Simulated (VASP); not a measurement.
AlCu2: relaxation of cell and atoms with PBE

The system is AlCu2.

```xyz
6
Lattice="2.7100 0.0000 0.0000 -1.3550 2.3469 0.0000 0.0000 0.0000 12.9470" Properties=species:S:1:pos:R:3 pbc="T T T"
Al    0.0000    1.5646   10.7892
Al    0.0000    1.5646    2.1578
Cu    0.0000    1.5646    6.4735
Cu    1.3550    0.7823    0.0000
Cu    1.3550    0.7823    4.3157
Cu    1.3550    0.7823    8.6314
```

```
Program                : VASP 6.6.1
Task                   : relaxation of cell and atoms
Functional             : PBE
Potentials or basis    : VASP PAW PBE potentials, release 64 (Al, Cu)
Cutoff                 : 600 eV
k mesh                 : 6 × 6 × 2
Occupations            : gaussian, width 0.1 eV
Spin                   : no spin polarisation
Dipole correction      : no
Further INCAR settings : ALGO = Normal; EDIFF = 1e-06; IBRION = 2; EDIFFG = -0.04; NSW = 90; ISIF = 3
```

```yaml
Relaxed_volume: 13.24 Å³/atom
Relaxed_cell: a = 2.772 Å, b = 2.772 Å, c = 11.942 Å, α = 90.00°, β = 90.00°, γ = 120.00°
Space_group_after_relaxing_to_0.1_Å: P-6m2 (No. 187)
Energy_gained_by_relaxing: 38.1 meV/atom
Ionic_steps: 11
Pressure_after_relaxing: 0.0 GPa
Largest_force_after_relaxing: 0.032 eV/Å
Band_gap_on_the_k_mesh: zero (bands 25 and 26 overlap by 2.12 eV)
```

Forces on the atoms (eV/Å):
```
Al   0.000  0.000  0.032
Al   0.000  0.000 -0.032
Cu   0.000  0.000  0.000
Cu   0.000  0.000  0.000
Cu   0.000  0.000  0.006
Cu   0.000  0.000 -0.006
```

Step by step:
| step | energy change (eV) | largest force (eV/Å) | pressure (GPa) | volume (Å³) |
| --- | --- | --- | --- | --- |
| 1 | 0.0000 | 0.1735 | -5.14 | 82.34 |
| 2 | -0.1354 | 0.1374 | 2.35 | 77.18 |
| 3 | -0.1354 | 0.1396 | 1.87 | 77.33 |
| 4 | -0.1885 | 0.0304 | 1.56 | 77.85 |
| 5 | -0.2129 | 0.2368 | 1.54 | 78.69 |
| 6 | -0.2202 | 0.1596 | 1.42 | 78.39 |
| 7 | -0.2206 | 0.1769 | 1.47 | 78.45 |
| 8 | -0.2257 | 0.0569 | -1.33 | 80.23 |
| 9 | -0.2277 | 0.0961 | -0.29 | 79.62 |
| 10 | -0.2277 | 0.0977 | -0.19 | 79.60 |
| 11 | -0.2287 | 0.0323 | 0.02 | 79.45 |

Final structure:
```
Al Cu
1.0
     2.77173    0.00000    0.00000
    -1.38587    2.40039    0.00000
     0.00000    0.00000   11.94212
Al Cu
2 4
Direct
  0.33333 0.66667 0.83214
  0.33333 0.66667 0.16786
  0.33333 0.66667 0.50000
  0.66667 0.33333 0.00000
  0.66667 0.33333 0.33336
  0.66667 0.33333 0.66664
```

Levels at points of the mesh, in eV from the Fermi level:
```tsv
k point	band 23	band 24	band 25	band 26	band 27	band 28
(0.00, 0.00, 0.00)	-2.22	-1.82	-1.82	-1.12	2.16	6.92
(0.50, 0.00, 0.00)	-1.57	-1.33	-0.86	0.41	1.57	1.69
(0.00, 0.00, 0.50)	-2.22	-2.04	-1.82	-1.82	3.59	4.78
(0.50, 0.00, 0.50)	-1.40	-1.23	-0.77	0.25	1.36	1.43
```

It took 4.6 min on 1 thread of Intel(R) Xeon(R) Platinum 8488C (Sapphire Rapids), with other jobs on the host, peak memory 0.25 GiB.

Caveat: the k points lie up to 0.44 Å⁻¹ apart in the final cell, too coarse for converged energies and pressures of a metal.
